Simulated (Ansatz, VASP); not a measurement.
## H2C2O: VASP beside Ansatz

```
H C O
1.0
     3.87311    0.00000   -0.01371
     0.00000    7.14790    0.00000
    -1.43252    0.00000    7.61595
H C O
8 8 4
Direct
  0.95052 0.35092 0.01881
  0.04948 0.85092 0.98119
  0.30266 0.21521 0.96894
  0.69734 0.71521 0.03106
  0.88865 0.21096 0.82431
  0.11135 0.71096 0.17569
  0.43115 0.99471 0.59885
  0.56885 0.49471 0.40115
  0.07476 0.30112 0.91119
  0.92524 0.80112 0.08881
  0.18111 0.45411 0.81176
  0.81889 0.95411 0.18824
  0.37390 0.72502 0.61757
  0.62610 0.22502 0.38243
  0.27018 0.58221 0.72691
  0.72982 0.08221 0.27309
  0.47582 0.69136 0.47849
  0.52418 0.19136 0.52151
  0.35198 0.89648 0.67930
  0.64802 0.39648 0.32070
```

Alike in both runs: functional PBE; dispersion D3(BJ); k mesh 6 × 4 × 4; occupations gaussian, width 0.1 eV; no spin polarisation.

Ansatz relaxed the structure, and its values are those at the end. VASP's run is a single point on that final structure, the one shown.

```csv
,VASP,Ansatz
version,VASP 6.6.1,Ansatz 0.2.0
potentials or method,"VASP PAW PBE potentials, release 64 (H, C, O), cutoff 520 eV","scalar-relativistic, plane waves, PAW"
valence electrons in the cell,64,64
```

```csv
,VASP,Ansatz,Ansatz less VASP
gap on the k mesh at the Fermi level (eV),3.55,3.56,+0.009
least direct gap on the mesh (eV),3.55,3.56,+0.009
pressure (GPa),0.2,-0.1,-0.28
rms of the force components (eV/Å),0.108,0.013,-0.0946
```

Noted on VASP's run: the standard files for N, O and F lose accuracy on very short bonds.
